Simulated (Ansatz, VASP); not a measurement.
## One calculation of SnSe2, two programs

```
CELL_PARAMETERS angstrom
5.40632 0.00000 0.00000
-2.70316 4.68201 0.00000
0.00000 0.00000 5.59488
ATOMIC_POSITIONS crystal
Se 0.33333 0.66667 0.75000
Se 0.66667 0.33333 0.25000
Se 0.00000 0.00000 0.00000
Se 0.00000 0.00000 0.50000
Sn 0.33333 0.66667 0.25000
Sn 0.66667 0.33333 0.75000
```

Alike in both runs: functional r2SCAN; k mesh 4 × 4 × 3; no spin polarisation.

Ansatz relaxed the structure, and its values are those at the end. VASP's run is a single point on that final structure, the one shown.

|  | VASP | Ansatz |
| --- | --- | --- |
| version | VASP 6.6.1 | Ansatz 0.2.0 |
| potentials or method | VASP PAW PBE potentials, release 64 (Se, Sn_d), cutoff 520 eV | PAW plane waves |
| occupations | fermi-dirac, width 0.1 eV | fermi-dirac |
| valence electrons in the cell | 52 | 92 |

|  | VASP | Ansatz | Ansatz less VASP |
| --- | --- | --- | --- |
| gap on the k mesh at the Fermi level (eV) | none | none | - |
| pressure (GPa) | 0.0 | 0.0 | 0.00 |

VASP's potentials were made for PBE, not for r2SCAN. A gap of «none» marks a metal or a gap that the smearing closes. VASP's potentials hold 52 valence electrons a cell and Ansatz's 92, so a difference there can come from the potentials and not from the codes. Ansatz's warnings: structure snapped to symmetry.

The k mesh is coarse, so the values compare programs but aren't converged.
